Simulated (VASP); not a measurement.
A run of VASP 6.6.1:

POSCAR

```
BaO
1.0
    0.0000000000      2.8233128394      2.8233128394
    2.8233128394      0.0000000000      2.8233128394
    2.8233128394      2.8233128394      0.0000000000
Ba O
1 1
Direct
    0.0000000000      0.0000000000      0.0000000000
    0.5000000000      0.5000000000      0.5000000000
```

Contents of INCAR.step1:

```
SYSTEM = BaO
PREC = Accurate
ENCUT = 660
ISMEAR = -1
SIGMA = 0.1
LREAL = .False.
LASPH = .True.
NELM = 120
NBANDS = 15
GGA = PE
ALGO = Normal
EDIFF = 1E-5
LWAVE = .True.
LCHARG = .False.
GGA_COMPAT = .False.
```

File INCAR.step2:

```
SYSTEM = BaO
PREC = Accurate
ENCUT = 660
EDIFF = 1E-6
ISMEAR = -1
SIGMA = 0.1
LREAL = .False.
LASPH = .True.
NELM = 120
ALGO = Normal
ISIF = 2
LWAVE = .False.
LCHARG = .False.
METAGGA = R2SCAN
LMIXTAU = .True.
NBANDS = 15
ISTART = 1
GGA_COMPAT = .False.
```

Contents of KPOINTS:

```
Automatic mesh
0
Gamma
  11 11 11
  0 0 0
```

Potentials or basis: VASP PAW PBE potentials, release 64 (Ba_sv, O).

Command:

```console
$ cat potpaw_PBE.64/Ba_sv/POTCAR potpaw_PBE.64/O/POTCAR > POTCAR
$ cp INCAR.step1 INCAR
$ mpirun -np 1 vasp_std > vasp.out
$ cp INCAR.step2 INCAR
$ mpirun -np 1 vasp_std > vasp.out
```

Hardware: 1 thread of Intel(R) Xeon(R) Platinum 8259CL CPU @ 2.50GHz (Skylake/Cascade Lake), with other jobs on the host.

Question: Estimate the wall time of this run.

Answer: Wall time 2.6 min on 1 thread of Intel(R) Xeon(R) Platinum 8259CL CPU @ 2.50GHz (Skylake/Cascade Lake), with other jobs on the host, peak memory 0.25 GiB. Counts: k points 56.
